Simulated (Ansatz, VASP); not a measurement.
# One calculation of La, two programs

```xyz
2
Lattice="0.0000 3.2386 3.2386 3.2386 0.0000 3.2386 3.2386 3.2386 0.0000" Properties=species:S:1:pos:R:3 pbc="T T T"
La    0.8097    0.8097    0.8097
La    5.6676    5.6676    5.6676
```

Alike in both runs: task single point; functional r2SCAN; k mesh 9 × 9 × 9; occupations fermi-dirac, width 0.1 eV; no spin polarisation.

|  | VASP | Ansatz |
| --- | --- | --- |
| version | VASP 6.6.1 | Ansatz 0.2.0 |
| potentials or method | VASP PAW PBE potentials, release 64 (La), cutoff 550 eV | plane waves (500 eV) with PAW, scalar-relativistic |
| valence electrons in the cell | 22 | 22 |

|  | VASP | Ansatz | Ansatz less VASP |
| --- | --- | --- | --- |
| pressure (GPa) | 5.0 | 5.1 | +0.13 |

VASP's potentials were made for PBE, not for r2SCAN.

Spin-orbit coupling is off throughout.
